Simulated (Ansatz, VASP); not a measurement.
Be2ZnTe3: VASP beside Ansatz

```xyz
12
Lattice="4.1099 0.0000 0.0000 -2.0549 3.5593 0.0000 0.0000 0.0000 20.4236" Properties=species:S:1:pos:R:3 pbc="T T T"
Be    2.0549    1.1864    3.4779
Be    2.0549    1.1864   16.9492
Be    0.0000    2.3728    6.7374
Be    0.0000    2.3728   13.6897
Zn    2.0549    1.1864   10.2525
Zn    0.0000    2.3728    0.0407
Te    2.0549    1.1864    5.9462
Te    2.0549    1.1864   12.9035
Te    2.0549    1.1864   19.4004
Te    0.0000    2.3728    2.6917
Te    0.0000    2.3728    9.1886
Te    0.0000    2.3728   16.1580
```

Alike in both runs: functional PBE; k mesh 12 × 12 × 2; occupations gaussian, width 0.02 eV; no spin polarisation.

Ansatz relaxed the structure, and its values are those at the end. VASP's run is a single point on that final structure, the one shown.

|  | VASP | Ansatz |
| --- | --- | --- |
| version | VASP 6.6.1 | Ansatz 0.2.0 |
| potentials or method | VASP PAW PBE potentials, release 64 (Be, Zn, Te), cutoff 520 eV | scalar-relativistic, plane waves, PAW |
| valence electrons in the cell | 68 | 128 |

Ansatz gave:

| Property | Result |
| --- | --- |
| gap on the k mesh at the Fermi level (eV) | 1.67 |
| least direct gap on the mesh (eV) | 2.09 |
| pressure (GPa) | 0.0 |

Task: Which values does VASP return?

Result: gap on the k mesh at the Fermi level (eV): 1.66; least direct gap on the mesh (eV): 2.09; pressure (GPa): 0.1.

VASP's potentials hold 68 valence electrons a cell and Ansatz's 128, so a difference there can come from the potentials and not from the codes.

Spin-orbit coupling is off throughout.
